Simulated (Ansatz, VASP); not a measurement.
One calculation of Sc, two programs

Contents of INCAR:

```
PREC = Accurate ; ENCUT = 520
EDIFF = 1E-6 ; ISMEAR = -1
SIGMA = 0.1 ; LREAL = False
LASPH = True ; NELM = 100
ALGO = Normal ; ISIF = 2
LWAVE = False ; LCHARG = False
GGA = RE ; NBANDS = 18
```

The input KPOINTS:

```
Automatic mesh
0
Gamma
  13 13 9
```

Contents of POSCAR:

```
Sc
1.0
   -2.8184811714      2.8183737408      1.5462942618
    2.8183737408     -2.8184811714      1.5462942618
    2.8184943351      2.8184943351     -1.5464910212
Sc
2
Direct
    0.9999997573      0.0000002427      0.0000000000
    0.7500002427      0.2499997573      0.5000000000
```

Input for Ansatz:

```yaml
crystal:
  lattice:
    - [-2.8184811714, 2.8183737408, 1.5462942618]
    - [2.8183737408, -2.8184811714, 1.5462942618]
    - [2.8184943351, 2.8184943351, -1.5464910212]
  atoms:
    - { symbol: Sc, position: [0.9999997573, 2.427e-07, 0.0] }
    - { symbol: Sc, position: [0.7500002427, 0.2499997573, 0.5] }
hamiltonian:
  xc: revpbe
  pseudopotentials:
    kind: paw
    azcp:
      Sc: "pseudopotentials/Sc.paw.azcp"
basis:
  ecutwfc: 420
  fft_grid_basis: typed
kpoints:
  mp_grid: { grid: [13, 13, 9], shift: [0, 0, 0] }
magnetization:
  spin_polarized: false
scf:
  occupations: { method: fermi_dirac, width: 0.1 }
  lower_state_search: "off"
output:
  stress: true
```

Alike in both runs: task single point; functional revPBE; k mesh 13 × 13 × 9; occupations fermi-dirac, width 0.1 eV; no spin polarisation.

|  | VASP | Ansatz |
| --- | --- | --- |
| version | VASP 6.6.1 | Ansatz 0.2.0 |
| potentials or method | VASP PAW PBE potentials, release 64 (Sc_sv), cutoff 520 eV | plane waves (420 eV) with PAW, scalar-relativistic |
| valence electrons in the cell | 22 | 22 |

|  | VASP | Ansatz | Ansatz less VASP |
| --- | --- | --- | --- |
| pressure (GPa) | 1.9 | 1.9 | -0.04 |
| traceless stress, the component that is largest in VASP (GPa) | 0.33 | 0.35 | +0.017 |

VASP's potentials were made for PBE, not for revPBE.
